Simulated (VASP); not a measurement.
# CdSe in VASP: further runs

CdSe is run at these levels: r2SCAN; tasks: single point, relaxation of cell and atoms.

Everything below comes from runs of VASP 6.6.1. Logs are shortened: lines on timing, memory, paths and dates and some standing lists are left out, and cuts for length are marked.

### 1 The cell of the first run

The structure is tetragonal, space group I-4m2 (No. 119). Conventional cell: a = 4.380 Å, b = 4.380 Å, c = 6.044 Å, α = 90.00°, β = 90.00°, γ = 90.00°. Within 3.5 Å of Cd (site symmetry -4m2) lie 4 Se at 2.66 Å. Within 3.5 Å of Se (site symmetry -4m2) lie 4 Cd at 2.66 Å.

### 2 Single point, r2SCAN (film at in-plane strain +0.01)

POSCAR reads:

```
CdSe
1.0
    3.0974465290      3.0974465290      0.0000000000
   -3.0974465290      3.0974465290      0.0000000000
    0.0000000000      3.0974465290      3.0221821635
Cd Se
1 1
Direct
    0.0000000000      0.0000000000      0.0000000000
    0.7500000000      0.2500000000      0.5000000000
```

INCAR.step1 reads:

```
ALGO = Normal ; EDIFF = 1E-4
ENCUT = 520 ; GGA = PE
ISMEAR = 0 ; LASPH = T
LCHARG = F ; LREAL = F
LWAVE = T ; NBANDS = 16
NELM = 60 ; PREC = Accurate
SIGMA = 0.01
```

INCAR.step2 reads:

```
ALGO = Normal ; EDIFF = 1E-6
ENCUT = 520 ; ISIF = 2
ISMEAR = 0 ; ISTART = 1
LASPH = T ; LCHARG = F
LMIXTAU = T ; LREAL = F
LWAVE = F ; METAGGA = R2SCAN
NBANDS = 16 ; NELM = 60
PREC = Accurate ; SIGMA = 0.01
```

KPOINTS reads:

```
k-points
0
Gamma
  6 6 6
```

Potentials or basis: VASP PAW PBE potentials, release 64 (Cd, Se).

The run is started by

```sh
> cat potpaw_PBE.64/Cd/POTCAR potpaw_PBE.64/Se/POTCAR > POTCAR
> cp INCAR.step1 INCAR
> mpirun -np 1 vasp_std > vasp.out
> cp INCAR.step2 INCAR
> mpirun -np 1 vasp_std > vasp.out
```

OUTCAR:

```text
EDIFF = 1E-6
   ENCUT = 520
   ISIF = 2
   ISMEAR = 0
   ISTART = 1
   LASPH = T
   LREAL = F
   METAGGA = R2SCAN
   NELM = 60
   PREC = Accurate

 ion  position               nearest neighbor table
   1  0.000  0.000  0.000-   2 2.66   2 2.66   2 2.66   2 2.66
   2  0.750  0.250  0.500-   1 2.66   1 2.66   1 2.66   1 2.66

  LATTYP: Found a body centered tetragonal cell.
 ALAT       =     4.3804508900
 C/A-ratio  =     1.3798498097

  Lattice vectors:

 A1 = (   3.0974465290,   0.0000000000,  -3.0221821635)
 A2 = (  -3.0974465290,   0.0000000000,  -3.0221821635)
 A3 = (   0.0000000000,   3.0974465290,   3.0221821635)

Analysis of symmetry for initial positions (statically):
=====================================================================
 Subroutine PRICEL returns:
 Original cell was already a primitive cell.

 Routine SETGRP: Setting up the symmetry group for a
 body centered tetragonal supercell.

 Subroutine GETGRP returns: Found  8 space group operations
 (whereof  8 operations were pure point group operations)
 out of a pool of 16 trial point group operations.

The static configuration has the point symmetry D_2d.

Analysis of symmetry for dynamics (positions and initial velocities):
=====================================================================
 Subroutine PRICEL returns:
 Original cell was already a primitive cell.

 Routine SETGRP: Setting up the symmetry group for a
 body centered tetragonal supercell.

 Subroutine GETGRP returns: Found  8 space group operations
 (whereof  8 operations were pure point group operations)
 out of a pool of 16 trial point group operations.

The dynamic configuration has the point symmetry D_2d.

 Subroutine INISYM returns: Found  8 space group operations
 (whereof  8 operations are pure point group operations),
 and found     1 'primitive' translations

----------------------------------------------------------------------------------------

                                     Primitive cell

  volume of cell :      57.9907

  direct lattice vectors                    reciprocal lattice vectors
     3.097446529  3.097446529  0.000000000     0.161423287  0.161423287 -0.165443369
    -3.097446529  3.097446529  0.000000000    -0.161423287  0.161423287 -0.165443369
     0.000000000  3.097446529  3.022182164     0.000000000  0.000000000  0.330886739

  length of vectors
     4.380450890  4.380450890  4.327558206     0.281933438  0.281933438  0.330886739

  position of ions in fractional coordinates (direct lattice)
     0.000000000  0.000000000  0.000000000
     0.750000000  0.250000000  0.500000000

  ion indices of the primitive-cell ions
   primitive index   ion index
                 1           1
                 2           2

----------------------------------------------------------------------------------------

 KPOINTS: k-points

Automatic generation of k-mesh.
 Grid dimensions read from file:
 generate k-points for:    6    6    6

 Generating k-lattice:

  Cartesian coordinates                     Fractional coordinates (reciprocal lattice)
     0.026903881  0.026903881 -0.027573895     0.166666667  0.000000000  0.000000000
    -0.026903881  0.026903881 -0.027573895     0.000000000  0.166666667  0.000000000
     0.000000000  0.000000000  0.055147790     0.000000000  0.000000000  0.166666667

  Length of vectors
     0.046988906  0.046988906  0.055147790

  Shift w.r.t. Gamma in fractional coordinates (k-lattice)
     0.000000000  0.000000000  0.000000000

 Subroutine IBZKPT returns following result:
 ===========================================

 Found     30 irreducible k-points:

 Following reciprocal coordinates:
            Coordinates               Weight
  0.000000  0.000000  0.000000      1.000000
  0.166667  0.000000  0.000000      8.000000
  0.333333  0.000000 -0.000000      8.000000
  0.500000  0.000000 -0.000000      4.000000
  0.166667  0.166667  0.000000      8.000000
  0.333333  0.166667 -0.000000     16.000000
[... 16 lines left out ...]
 -0.333333 -0.333333  0.166667      4.000000
 -0.166667 -0.333333  0.166667     16.000000
 [... further k-points ...]
   k-points           NKPTS =     30   k-points in BZ     NKDIM =     30   number of bands    NBANDS=     16
   number of dos      NEDOS =    301   number of ions     NIONS =      2
   total plane-waves  NPLWV =  41472
   dimension x,y,z NGX =    36 NGY =   36 NGZ =   32
   dimension x,y,z NGXF=    72 NGYF=   72 NGZF=   64
   ions per type =               1   1
   NGX,Y,Z   is equivalent  to a cutoff of  13.66, 13.66, 12.29 a.u.
   NGXF,Y,Z  is equivalent  to a cutoff of  27.33, 27.33, 24.59 a.u.
 SYSTEM =  unknown system
   PREC   = accura    normal or accurate (medium, high low for compatibility)
   ISTART =      1    job   : 0-new  1-cont  2-samecut
   ICHARG =      0    charge: 1-file 2-atom 10-const
   ISPIN  =      1    spin polarized calculation?
   LNONCOLLINEAR =      F non collinear calculations
   LSORBIT =      F    spin-orbit coupling
   LASPH  =      T    aspherical Exc in radial PAW
   ENCUT  =  520.0 eV  38.22 Ry    6.18 a.u.   8.14  8.14  8.05*2*pi/ulx,y,z
   NELM   =     60;   NELMIN=  2; NELMDL=  0     # of ELM steps
   EDIFF  = 0.1E-05   stopping-criterion for ELM
   LREAL  =      F    real-space projection
   EDIFFG = 0.1E-04   stopping-criterion for IOM
   NSW    =      0    number of steps for IOM
   IBRION =     -1    ionic relax: 0-MD 1-quasi-New 2-CG
   NFREE  =      0    steps in history (QN), initial steepest desc. (CG)
   ISIF   =      2    stress and relaxation
   ISYM   =      2    0-nonsym 1-usesym 2-fastsym
   POTIM  = 0.5000    time-step for ionic-motion
   TEBEG  =    0.0;   TEEND  =   0.0 temperature during run
   PSTRESS=    0.0 pullay stress
   NELECT =      18.0000    total number of electrons
   NUPDOWN=      -1.0000    fix difference up-down
   EMIN   =  10.00;   EMAX   =-10.00  energy-range for DOS
   EFERMI =   0.00;   METHOD = LEGACY
   ISMEAR =     0;   SIGMA  =   0.01  broadening in eV -4-tet -1-fermi 0-gaus
   EFERMI_NEDOS =   21; number of points for ismear=-14 and -15
   IALGO  =     38    algorithm
   IMIX   =      4    mixing-type and parameters
     AMIX     =   0.40;   BMIX     =  1.00
     AMIX_MAG =   1.60;   BMIX_MAG =  1.00
  volume/ion in A,a.u.               =      29.00       195.67
  Fermi-wavevector in a.u.,A,eV,Ry     =   1.108442  2.094651 16.716707  1.228643
  Thomas-Fermi vector in A             =   2.244969
   LORBIT       =      0    0 simple, 1 ext, 2 COOP (PROOUT), +10 PAW based schemes
   METAGGA = R2SCAN    functional components
   LHFCALC =     F    Hartree Fock is set to
   AEXX    =    0.0000 exact exchange contribution
   IVDW    =     0    specifies the selected vdW correction
   LEPSILON=     F    determine dielectric tensor
   LRPA    =     F    only Hartree local field effects (RPA)
 non-spin polarized calculation
 Gauss-broadening in eV      SIGMA  =   0.01
  energy-cutoff  :      520.00
  volume of cell :       57.99
 maximum number of plane-waves:      1582
 NGX is ok and might be reduce to    36
   NGX = 17   NGY = 17   NGZ = 17

 number of electron      18.0000000 magnetization

 Free energy of the ion-electron system (eV)
  ---------------------------------------------------
  ext. energy  EPLUGINS =         0.00000000
  ---------------------------------------------------
  free energy    TOTEN  =       -35.91193971 eV

  energy without entropy =      -35.91193971  energy(sigma->0) =      -35.91193971

 E-fermi :   0.5836     XC(G=0):  -9.2823

 val. band max:        0.4555896748   @ k =   0.0000   0.0000   0.0000
 cond. band min:       1.4220501318   @ k =   0.0000   0.0000   0.0000
 fundamental gap:      0.9664604570
 Fermi energy:         0.5836342019

 k-point     1 :       0.0000    0.0000    0.0000
  band No.  band energies     occupation
      1     -12.4383      2.00000
      2      -7.6677      2.00000
      3      -7.6677      2.00000
      4      -7.6571      2.00000
      5      -7.2994      2.00000
      6      -7.2951      2.00000
[... 8 lines left out ...]
     15      11.8023      0.00000
     16      12.1463      0.00000

 k-point     2 :       0.1667    0.0000    0.0000
  band No.  band energies     occupation
      1     -12.3508      2.00000
      2      -7.6402      2.00000
      3      -7.6331      2.00000
      4      -7.5729      2.00000
      5      -7.2988      2.00000
      6      -7.2967      2.00000
[... 8 lines left out ...]
     15      11.0353      0.00000
     16      11.4248      0.00000

 k-point     3 :       0.3333    0.0000   -0.0000
  band No.  band energies     occupation
      1     -12.1735      2.00000
      2      -7.5942      2.00000
      3      -7.5846      2.00000
      4      -7.2949      2.00000
      5      -7.2855      2.00000
      6      -7.2713      2.00000
[... 8 lines left out ...]
     15      11.4793      0.00000
     16      11.4806      0.00000

 k-point     4 :       0.5000    0.0000   -0.0000
  band No.  band energies     occupation
      1     -12.0841      2.00000
      2      -7.5774      2.00000
      3      -7.5662      2.00000
      4      -7.2799      2.00000
      5      -7.2712      2.00000
      6      -7.0157      2.00000
[... 8 lines left out ...]
     15      13.0165      0.00000
     16      13.2002      0.00000
[... 324 lines left out ...]
 k-point    22 :      -0.1667    0.5000    0.1667
  band No.  band energies     occupation
      1     -12.0604      2.00000
      2      -7.5267      2.00000
      3      -7.5067      2.00000
      4      -7.3552      2.00000
      5      -7.2732      2.00000
      6      -7.0734      2.00000
[... 8 lines left out ...]
     15      12.9360      0.00000
     16      13.9559      0.00000

 k-point    23 :      -0.3333   -0.3333    0.1667
  band No.  band energies     occupation
      1     -11.9742      2.00000
      2      -7.4709      2.00000
      3      -7.4702      2.00000
      4      -7.3526      2.00000
      5      -7.2743      2.00000
      6      -6.8684      2.00000
[... 8 lines left out ...]
     15      13.7555      0.00000
     16      14.1411      0.00000

 k-point    24 :      -0.1667   -0.3333    0.1667
  band No.  band energies     occupation
      1     -11.9999      2.00000
      2      -7.5132      2.00000
      3      -7.4877      2.00000
      4      -7.3286      2.00000
      5      -7.2853      2.00000
      6      -6.8857      2.00000
[... 8 lines left out ...]
     15      12.8510      0.00000
     16      14.0726      0.00000

 [... further k-points ...]

------------------------ aborting loop because EDIFF is reached ----------------------------------------

  FORCE on cell =-STRESS in cart. coord.  units (eV):
  Direction    XX          YY          ZZ          XY          YZ          ZX
  --------------------------------------------------------------------------------------
  -------------------------------------------------------------------------------------
  Total       -0.0624266     -0.0624266      0.0827635      0.0000000      0.0000000     -0.0000000
  in kB       -1.7247342     -1.7247342      2.2866057      0.0000000      0.0000000     -0.0000000
  external PRESSURE =      -0.3876209 kB  Pullay stress =       0.0000000 kB

 VOLUME and BASIS-vectors are now :
 -----------------------------------------------------------------------------
  energy-cutoff  :      520.00
  volume of cell :       57.99
      direct lattice vectors                 reciprocal lattice vectors
     3.097446529  3.097446529  0.000000000     0.161423287  0.161423287 -0.165443369
    -3.097446529  3.097446529  0.000000000    -0.161423287  0.161423287 -0.165443369
     0.000000000  3.097446529  3.022182164     0.000000000  0.000000000  0.330886739

 POSITION                                       TOTAL-FORCE (eV/Angst)
 -----------------------------------------------------------------------------------
      0.00000      0.00000      0.00000        -0.000000     -0.000000      0.000000
      1.54872      4.64617      1.51109         0.000000      0.000000      0.000000
 -----------------------------------------------------------------------------------
    total drift:                                0.000033      0.000000     -0.000000

  FREE ENERGIE OF THE ION-ELECTRON SYSTEM (eV)
  ---------------------------------------------------
  free  energy   TOTEN  =       -35.9119397138 eV

  energy  without entropy=      -35.9119397138  energy(sigma->0) =      -35.91193971
```

Wall time 2.2 min (1 thread of Intel Xeon 8259CL, shared host); peak memory 0.22 GiB.

Results:

```
Free energy            : -35.9119 eV
Pressure               : 0.0 GPa
Band gap on the k mesh : 0.97 eV
```

Levels at points of the mesh, in eV from the valence-band top:
| k point | band 7 | band 8 | band 9 | band 10 | band 11 | band 12 |
| --- | --- | --- | --- | --- | --- | --- |
| (0.00, 0.00, 0.00) | -0.07 | -0.07 | 0.00 | 0.97 | 6.42 | 6.43 |
| (0.50, 0.00, 0.00) | -4.29 | -0.82 | -0.71 | 2.77 | 6.78 | 6.96 |
| (0.50, 0.50, 0.00) | -4.04 | -1.81 | -1.77 | 3.49 | 4.15 | 9.41 |
| (0.00, 0.00, 0.50) | -3.90 | -1.90 | -1.90 | 3.41 | 3.93 | 9.64 |

Caveat: the cell differs from its parent crystal (film at in-plane strain +0.01); the PAW data sets were made with another functional, which shifts forces and pressure a little.

(Part 1 of 3 ends here.)
